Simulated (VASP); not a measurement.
Write the native input for VASP 6.6.1 that does the following.

```
Task                   : relaxation of cell and atoms
Functional             : PBE
Potentials or basis    : VASP PAW PBE potentials, release 64 (Co)
Cutoff                 : 600 eV
k mesh                 : 21 × 21 × 10
Occupations            : gaussian, width 0.1 eV
Spin                   : no spin polarisation
Dipole correction      : no
Further INCAR settings : ALGO = Normal; EDIFF = 1e-07; IBRION = 2; EDIFFG = -0.005; NSW = 100; ISIF = 3
```

The structure of Co lies in POSCAR:

```
Co
1.0
    2.4522717576      0.0000000000      0.0000000000
   -1.2261358788      2.1237296391      0.0000000000
    0.0000000000      0.0000000000      3.9672415792
Co
2
Direct
    0.3333333333      0.6666666667      0.2500000000
    0.6666666667      0.3333333333      0.7500000000
```

These files were run (other wordings do the same):

INCAR

```
SYSTEM = Co
PREC = Accurate
ENCUT = 600
EDIFF = 1E-7
ISMEAR = 0
SIGMA = 0.1
LREAL = .FALSE.
LASPH = .TRUE.
NELM = 100
ALGO = Normal
ISIF = 3
LWAVE = .FALSE.
LCHARG = .FALSE.
GGA = PE
IBRION = 2
NSW = 100
EDIFFG = -0.005
```

KPOINTS

```
regular mesh
0
G
  21 21 10
  0 0 0
```

Potentials or basis: VASP PAW PBE potentials, release 64 (Co).

Command:

```console
$ cat potpaw_PBE.64/Co/POTCAR > POTCAR
$ mpirun -np 1 vasp_std > vasp.out
```

It gave:

```yaml
Relaxed_volume: 10.29 Å³/atom
Relaxed_cell: a = 2.452 Å, b = 2.452 Å, c = 3.954 Å, α = 90.00°, β = 90.00°, γ = 120.00°
Space_group_after_relaxing_to_0.05_Å: P6_3/mmc (No. 194)
Energy_gained_by_relaxing: 0.2 meV/atom
Ionic_steps: 5
Pressure_after_relaxing: 0.0 GPa
Band_gap_on_the_k_mesh: zero (band 9 reaches 11.34 eV, above the bottom of band 10 at 9.76 eV)
```

Caveat: the run has no spin polarisation, though such a crystal can be magnetic.

It took 7.3 min on 1 thread of AMD EPYC 7R13, on a shared host, peak memory 0.18 GiB.
